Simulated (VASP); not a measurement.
# BN (P1) in VASP: further runs

Runs on BN. Level: r2SCAN. Tasks: single point.

Everything below comes from runs of VASP 6.6.1. Logs are shortened: lines on timing, memory, paths and dates and some standing lists are left out, and cuts for length are marked.

## 1. The cell of the first run

The typed cell holds 4 atoms: a = 2.554 Å, b = 2.554 Å, c = 4.227 Å, α = 90.00°, β = 90.00°, γ = 120.00°.

## 2. Single point, r2SCAN (all B atoms moved -0.100 Å, as atom 1 along Cartesian [1 1 0])

POSCAR

```
BN
1.0
    2.5539396017      0.0000000000      0.0000000000
   -1.2769698009      2.2117765748      0.0000000000
    0.0000000000      0.0000000000      4.2268550000
B N
2 2
Direct
    0.6229947227      0.3013632515      0.9997240000
    0.2896613894      0.6346965848      0.4997240000
    0.6666666667      0.3333333333      0.6252760000
    0.3333333333      0.6666666667      0.1252760000
```

INCAR.step1

```
SYSTEM = BN
PREC = Accurate
ENCUT = 520
ISMEAR = 0
SIGMA = 0.05
LREAL = .FALSE.
LASPH = .TRUE.
NELM = 100
NBANDS = 16
GGA = PE
ALGO = Normal
EDIFF = 1E-4
LWAVE = .TRUE.
LCHARG = .FALSE.
```

INCAR.step2

```
SYSTEM = BN
PREC = Accurate
ENCUT = 520
EDIFF = 1E-6
ISMEAR = 0
SIGMA = 0.05
LREAL = .FALSE.
LASPH = .TRUE.
NELM = 100
ALGO = Normal
ISIF = 2
LWAVE = .FALSE.
LCHARG = .TRUE.
METAGGA = R2SCAN
LMIXTAU = .TRUE.
LELF = .TRUE.
LVHAR = .TRUE.
NBANDS = 16
ISTART = 1
```

KPOINTS

```
regular mesh
0
G
  12 12 6
  0 0 0
```

Potentials or basis: VASP PAW PBE potentials, release 64 (B, N).

Command:

```console
$ cat potpaw_PBE.64/B/POTCAR potpaw_PBE.64/N/POTCAR > POTCAR
$ cp INCAR.step1 INCAR
$ mpirun -np 1 vasp_std > vasp.out
$ cp INCAR.step2 INCAR
$ mpirun -np 1 vasp_std > vasp.out
```

OUTCAR:

```text
SYSTEM = BN
   PREC = Accurate
   ENCUT = 520
   EDIFF = 1E-6
   ISMEAR = 0
   LREAL = .FALSE.
   LASPH = .TRUE.
   NELM = 100
   ISIF = 2
   METAGGA = R2SCAN
   ISTART = 1

 ion  position               nearest neighbor table
   1  0.623  0.301  1.000-   4 1.50   4 1.55   3 1.59   4 1.66
   2  0.290  0.635  0.500-   3 1.48   4 1.59   3 1.59   3 1.64
   3  0.667  0.333  0.625-   2 1.48   1 1.59   2 1.59   2 1.64
   4  0.333  0.667  0.125-   1 1.50   1 1.55   2 1.59   1 1.66

  LATTYP: Found a hexagonal cell.
 ALAT       =     2.5539396017
 C/A-ratio  =     1.6550332659

  Lattice vectors:

 A1 = (   2.5539396017,   0.0000000000,   0.0000000000)
 A2 = (  -1.2769698009,   2.2117765748,   0.0000000000)
 A3 = (   0.0000000000,   0.0000000000,   4.2268550000)

Analysis of symmetry for initial positions (statically):
=====================================================================
 Subroutine PRICEL returns:
 Original cell was already a primitive cell.

 Routine SETGRP: Setting up the symmetry group for a
 hexagonal supercell.

 Subroutine GETGRP returns: Found  1 space group operations
 (whereof  1 operations were pure point group operations)
 out of a pool of 24 trial point group operations.

The static configuration has the point symmetry C_1 .

Analysis of symmetry for dynamics (positions and initial velocities):
=====================================================================
 Subroutine PRICEL returns:
 Original cell was already a primitive cell.

 Routine SETGRP: Setting up the symmetry group for a
 hexagonal supercell.

 Subroutine GETGRP returns: Found  1 space group operations
 (whereof  1 operations were pure point group operations)
 out of a pool of 24 trial point group operations.

The dynamic configuration has the point symmetry C_1 .

 Subroutine INISYM returns: Found  1 space group operations
 (whereof  1 operations are pure point group operations),
 and found     1 'primitive' translations

----------------------------------------------------------------------------------------

                                     Primitive cell

  volume of cell :      23.8764

  direct lattice vectors                    reciprocal lattice vectors
     2.553939602  0.000000000  0.000000000     0.391551938  0.226062617  0.000000000
    -1.276969801  2.211776575  0.000000000     0.000000000  0.452125233  0.000000000
     0.000000000  0.000000000  4.226855000     0.000000000  0.000000000  0.236582518

  length of vectors
[... 90 lines left out ...]
   IBRION =     -1    ionic relax: 0-MD 1-quasi-New 2-CG
   NFREE  =      0    steps in history (QN), initial steepest desc. (CG)
   ISIF   =      2    stress and relaxation
   ISYM   =      2    0-nonsym 1-usesym 2-fastsym
   POTIM  = 0.5000    time-step for ionic-motion
   TEBEG  =    0.0;   TEEND  =   0.0 temperature during run
   PSTRESS=    0.0 pullay stress
   NELECT =      16.0000    total number of electrons
   NUPDOWN=      -1.0000    fix difference up-down
   EMIN   =  10.00;   EMAX   =-10.00  energy-range for DOS
   EFERMI =   0.00;   METHOD = LEGACY
   ISMEAR =     0;   SIGMA  =   0.05  broadening in eV -4-tet -1-fermi 0-gaus
   EFERMI_NEDOS =   21; number of points for ismear=-14 and -15
   IALGO  =     38    algorithm
   IMIX   =      4    mixing-type and parameters
     AMIX     =   0.40;   BMIX     =  1.00
     AMIX_MAG =   1.60;   BMIX_MAG =  1.00
  volume/ion in A,a.u.               =       5.97        40.28
  Fermi-wavevector in a.u.,A,eV,Ry     =   1.432600  2.707222 27.923836  2.052344
  Thomas-Fermi vector in A             =   2.552210
   LORBIT       =      0    0 simple, 1 ext, 2 COOP (PROOUT), +10 PAW based schemes
   METAGGA = R2SCAN    functional components
   LHFCALC =     F    Hartree Fock is set to
   AEXX    =    0.0000 exact exchange contribution
   IVDW    =     0    specifies the selected vdW correction
   LEPSILON=     F    determine dielectric tensor
   LRPA    =     F    only Hartree local field effects (RPA)
 non-spin polarized calculation
 Gauss-broadening in eV      SIGMA  =   0.05
  energy-cutoff  :      520.00
  volume of cell :       23.88
 maximum number of plane-waves:       660
   NGX =  9   NGY =  9   NGZ = 15

 number of electron      16.0000000 magnetization

 Free energy of the ion-electron system (eV)
  ---------------------------------------------------
  ext. energy  EPLUGINS =         0.00000000
  ---------------------------------------------------
  free energy    TOTEN  =       -38.02155311 eV

  energy without entropy =      -38.02155311  energy(sigma->0) =      -38.02155311

 E-fermi :   8.0276     XC(G=0): -13.5783

 val. band max:        7.7501659907   @ k =   0.0000   0.0000   0.0000
 cond. band min:      12.9282352982   @ k =   0.3333   0.3333   0.0000
 fundamental gap:      5.1780693075
 Fermi energy:         8.0276258188

 k-point     1 :       0.0000    0.0000    0.0000
  band No.  band energies     occupation
      1     -14.0819      2.00000
      2      -9.9234      2.00000
      3      -3.9399      2.00000
      4       4.8199      2.00000
      5       4.8715      2.00000
      6       6.7356      2.00000
[... 433 lines left out ...]
      3      -2.8847      2.00000
      4       1.4720      2.00000
      5       2.9411      2.00000
      6       4.4934      2.00000
[... 8 lines left out ...]
     15      22.8841      0.00000
     16      23.6044      0.00000

 [... further k-points ...]

------------------------ aborting loop because EDIFF is reached ----------------------------------------

  FORCE on cell =-STRESS in cart. coord.  units (eV):
  Direction    XX          YY          ZZ          XY          YZ          ZX
  --------------------------------------------------------------------------------------
  -------------------------------------------------------------------------------------
  Total        0.0614875      0.0497950     -0.4571638      0.2775993     -0.2693920     -0.2700214
  in kB        4.1259931      3.3413877    -30.6770193     18.6277183    -18.0769902    -18.1192239
  external PRESSURE =      -7.7365461 kB  Pullay stress =       0.0000000 kB

 VOLUME and BASIS-vectors are now :
 -----------------------------------------------------------------------------
  energy-cutoff  :      520.00
  volume of cell :       23.88
      direct lattice vectors                 reciprocal lattice vectors
     2.553939602  0.000000000  0.000000000     0.391551938  0.226062617  0.000000000
    -1.276969801  2.211776575  0.000000000     0.000000000  0.452125233  0.000000000
     0.000000000  0.000000000  4.226855000     0.000000000  0.000000000  0.236582518

 POSITION                                       TOTAL-FORCE (eV/Angst)
 -----------------------------------------------------------------------------------
      1.20626      0.66655      4.22569         1.376337      1.713434     -0.219303
     -0.07071      1.40381      2.11226         2.053181      1.714856     -0.259983
      1.27697      0.73726      2.64295        -2.078499     -1.714781      0.260754
     -0.00000      1.47452      0.52952        -1.351019     -1.713508      0.218532
 -----------------------------------------------------------------------------------
    total drift:                               -0.000093      0.000031      0.002263

  FREE ENERGIE OF THE ION-ELECTRON SYSTEM (eV)
  ---------------------------------------------------
  free  energy   TOTEN  =       -38.0215531104 eV

  energy  without entropy=      -38.0215531104  energy(sigma->0) =      -38.02155311
```

It took 3.8 min on 1 thread of Intel Xeon 6975P-C (Granite Rapids), shared host; peak memory 0.24 GiB.

Results:

```yaml
Free_energy: -38.0216 eV
Pressure: -0.8 GPa
Largest_force: 2.707 eV/Å
Band_gap_on_the_k_mesh: 5.18 eV (least direct gap 8.26 eV)
```

Forces on the atoms (eV/Å):
```
B    1.376  1.713 -0.219
B    2.053  1.715 -0.260
N   -2.078 -1.715  0.261
N   -1.351 -1.714  0.219
```

Stress tensor (GPa, compression positive):
```
 0.41  1.86 -1.81
 1.86  0.33 -1.81
-1.81 -1.81 -3.07
```

Caveat: the cell differs from its parent crystal (all B atoms moved -0.100 Å, as atom 1 along Cartesian [1 1 0]); the PAW data sets were made with another functional, which shifts forces and pressure a little. A k mesh can miss the band edges.

## 3. Single point, r2SCAN (all B atoms moved +0.075 Å, as atom 1 along Cartesian [1 1 0])

Changes to POSCAR since step 2:

```diff
@@ -8,4 +8,4 @@
 Direct
-    0.6229947227      0.3013632515      0.9997240000
-    0.2896613894      0.6346965848      0.4997240000
+    0.6994206246      0.3573108947      0.9997240000
+    0.3660872913      0.6906442280      0.4997240000
     0.6666666667      0.3333333333      0.6252760000
```

INCAR.step1 is that of step 2.

Changes to INCAR.step2 since step 2:

```diff
@@ -3,3 +3,3 @@
 ENCUT = 520
-EDIFF = 1E-6
+EDIFF = 1E-7
 ISMEAR = 0
```

KPOINTS is that of step 2.

Potentials or basis: VASP PAW PBE potentials, release 64 (B, N).

Command:

```console
$ cat potpaw_PBE.64/B/POTCAR potpaw_PBE.64/N/POTCAR > POTCAR
$ cp INCAR.step1 INCAR
$ mpirun -np 1 vasp_std > vasp.out
$ cp INCAR.step2 INCAR
$ mpirun -np 1 vasp_std > vasp.out
```

OUTCAR:

```text
SYSTEM = BN
   PREC = Accurate
   ENCUT = 520
   EDIFF = 1E-7
   ISMEAR = 0
   LREAL = .FALSE.
   LASPH = .TRUE.
   NELM = 100
   ISIF = 2
   METAGGA = R2SCAN
   ISTART = 1

 ion  position               nearest neighbor table
   1  0.699  0.357  1.000-   4 1.50   3 1.58   4 1.59   4 1.62
   2  0.366  0.691  0.500-   3 1.52   3 1.55   4 1.58   3 1.64
   3  0.667  0.333  0.625-   2 1.52   2 1.55   1 1.58   2 1.64
   4  0.333  0.667  0.125-   1 1.50   2 1.58   1 1.59   1 1.62

  LATTYP: Found a hexagonal cell.
 ALAT       =     2.5539396017
[... 655 lines left out ...]
  --------------------------------------------------------------------------------------
  -------------------------------------------------------------------------------------
  Total       -0.1923738     -0.1960853     -0.5263002      0.1554005      0.1992689      0.1994575
  in kB      -12.9088391    -13.1578910    -35.3162755     10.4278239     13.3715248     13.3841777
  external PRESSURE =     -20.4610019 kB  Pullay stress =       0.0000000 kB

 VOLUME and BASIS-vectors are now :
 -----------------------------------------------------------------------------
  energy-cutoff  :      520.00
  volume of cell :       23.88
      direct lattice vectors                 reciprocal lattice vectors
     2.553939602  0.000000000  0.000000000     0.391551938  0.226062617  0.000000000
    -1.276969801  2.211776575  0.000000000     0.000000000  0.452125233  0.000000000
     0.000000000  0.000000000  4.226855000     0.000000000  0.000000000  0.236582518

 POSITION                                       TOTAL-FORCE (eV/Angst)
 -----------------------------------------------------------------------------------
      1.33000      0.79029      4.22569        -1.478138     -1.288413     -0.133771
      0.05303      1.52755      2.11226        -1.098433     -1.287909     -0.116735
      1.27697      0.73726      2.64295         1.084016      1.287963      0.116403
     -0.00000      1.47452      0.52952         1.492556      1.288358      0.134103
 -----------------------------------------------------------------------------------
    total drift:                                0.000042     -0.000138      0.002212

  FREE ENERGIE OF THE ION-ELECTRON SYSTEM (eV)
  ---------------------------------------------------
  free  energy   TOTEN  =       -38.1277147084 eV

  energy  without entropy=      -38.1277147084  energy(sigma->0) =      -38.12771471
```

OSZICAR.step1:

```text
N       E                     dE             d eps       ncg     rms          rms(c)
DAV:   1     0.378109494154E+02    0.37811E+02   -0.83266E+03 13976   0.972E+02
DAV:   2    -0.343795220325E+02   -0.72190E+02   -0.67614E+02 20096   0.228E+02
DAV:   3    -0.366403558949E+02   -0.22608E+01   -0.22555E+01 15840   0.370E+01
DAV:   4    -0.366458036546E+02   -0.54478E-02   -0.54474E-02 17144   0.208E+00
DAV:   5    -0.366458185602E+02   -0.14906E-04   -0.14906E-04 14552   0.101E-01    0.950E+00
DAV:   6    -0.348553659150E+02    0.17905E+01   -0.22772E+00 17800   0.138E+01    0.448E+00
DAV:   7    -0.347240754145E+02    0.13129E+00   -0.32056E-01 18272   0.457E+00    0.275E+00
DAV:   8    -0.346967160704E+02    0.27359E-01   -0.54170E-02 17056   0.190E+00    0.262E-01
DAV:   9    -0.346954428463E+02    0.12732E-02   -0.21255E-03 16048   0.540E-01    0.135E-01
DAV:  10    -0.346957153361E+02   -0.27249E-03   -0.49829E-04 16784   0.177E-01    0.263E-02
DAV:  11    -0.346957231689E+02   -0.78328E-05   -0.27863E-05  7608   0.535E-02
   1 F= -.34695723E+02 E0= -.34695723E+02  d E =-.283953E-12
```

It took 3.9 min on 1 thread of Intel Xeon 6975P-C (Granite Rapids), shared host; peak memory 0.24 GiB.

What came out:

```yaml
Free_energy: -38.1277 eV
Pressure: -2.0 GPa
Largest_force: 1.976 eV/Å
Band_gap_on_the_k_mesh: 5.35 eV (least direct gap 8.48 eV)
```

Forces on the atoms (eV/Å):
```
B   -1.478 -1.288 -0.134
B   -1.098 -1.288 -0.117
N    1.084  1.288  0.116
N    1.493  1.288  0.134
```

Levels at points of the mesh, in eV from the valence-band top:
| k point | band 5 | band 6 | band 7 | band 8 | band 9 | band 10 | band 11 | band 12 |
| --- | --- | --- | --- | --- | --- | --- | --- | --- |
| (0.00, 0.00, 0.00) | -2.64 | -0.81 | -0.21 | 0.00 | 8.56 | 8.58 | 8.89 | 9.55 |
| (0.50, 0.00, 0.00) | -7.44 | -5.50 | -4.81 | -2.49 | 6.91 | 8.20 | 10.95 | 11.79 |
| (0.00, 0.50, 0.00) | -7.46 | -5.43 | -4.84 | -2.45 | 6.83 | 8.08 | 10.81 | 12.02 |
| (0.50, 0.50, 0.00) | -7.49 | -5.36 | -4.88 | -2.41 | 6.74 | 7.97 | 10.73 | 12.17 |
| (0.00, 0.00, 0.50) | -2.13 | -2.09 | -0.95 | -0.93 | 9.12 | 9.32 | 9.72 | 10.11 |
| (0.50, 0.00, 0.50) | -4.55 | -4.06 | -4.03 | -3.83 | 6.61 | 6.97 | 9.85 | 10.72 |
| (0.00, 0.50, 0.50) | -4.61 | -4.28 | -3.86 | -3.67 | 6.62 | 6.88 | 9.88 | 10.51 |
| (0.50, 0.50, 0.50) | -4.60 | -4.48 | -3.69 | -3.62 | 6.66 | 6.75 | 10.01 | 10.24 |

Caveat: the cell differs from its parent crystal (all B atoms moved +0.075 Å, as atom 1 along Cartesian [1 1 0]); the PAW data sets were made with another functional, which shifts forces and pressure a little.
